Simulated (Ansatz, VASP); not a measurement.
**ZrB: VASP beside Ansatz**

The input INCAR:

```
ALGO = Normal
EDIFF = 1E-7
ENCUT = 520
GGA = CA
ISIF = 2
ISMEAR = -1
LASPH = True
LCHARG = False
LREAL = False
LWAVE = False
NBANDS = 14
NELM = 60
PREC = Accurate
SIGMA = 0.05
```

Contents of KPOINTS:

```
k-points
0
Gamma
  10 10 10
```

The input POSCAR:

```
ZrB
1.0
    0.0000000000      2.3555956139      2.3555956139
    2.3555956139      0.0000000000      2.3555956139
    2.3555956139      2.3555956139      0.0000000000
Zr B
1 1
Direct
    0.0000000000      0.0000000000      0.0000000000
    0.5000000000      0.5000000000      0.5000000000
```

input.yaml

```yaml
crystal:
  lattice:
    - [0.0, 2.3555956139, 2.3555956139]
    - [2.3555956139, 0.0, 2.3555956139]
    - [2.3555956139, 2.3555956139, 0.0]
  atoms:
    - { symbol: Zr, position: [0.0, 0.0, 0.0] }
    - { symbol: B, position: [0.5, 0.5, 0.5] }
hamiltonian:
  xc: lda
  pseudopotentials: { kind: paw }
kpoints:
  mp_grid: { grid: [10, 10, 10] }
scf:
  occupations: { method: fermi_dirac, width: 0.05 }
output:
  forces: true
  stress: true
  eigenvalues: true
  write_density: true
  write_potential: true
  elf: true
  volumetric_format: npy
```

Alike in both runs: task single point; functional LDA; k mesh 10 × 10 × 10; occupations fermi-dirac, width 0.05 eV; no spin polarisation.

|  | VASP | Ansatz |
| --- | --- | --- |
| version | VASP 6.6.1 | Ansatz 0.2.0 |
| potentials or method | VASP PAW LDA potentials, release 64 (Zr_sv, B) | Ansatz PAW |
| plane-wave cutoff (eV) | 520 | 420 |
| valence electrons in the cell | 15 | 15 |

|  | VASP | Ansatz | Ansatz less VASP |
| --- | --- | --- | --- |
| gap on the k mesh at the Fermi level (eV) | none | none | - |
| pressure (GPa) | 15.7 | 15.2 | -0.42 |

LDA's correlation is that of Perdew and Zunger in VASP and of Perdew and Wang (1992) in Ansatz. A gap of «none» marks a metal or a gap that the smearing closes.
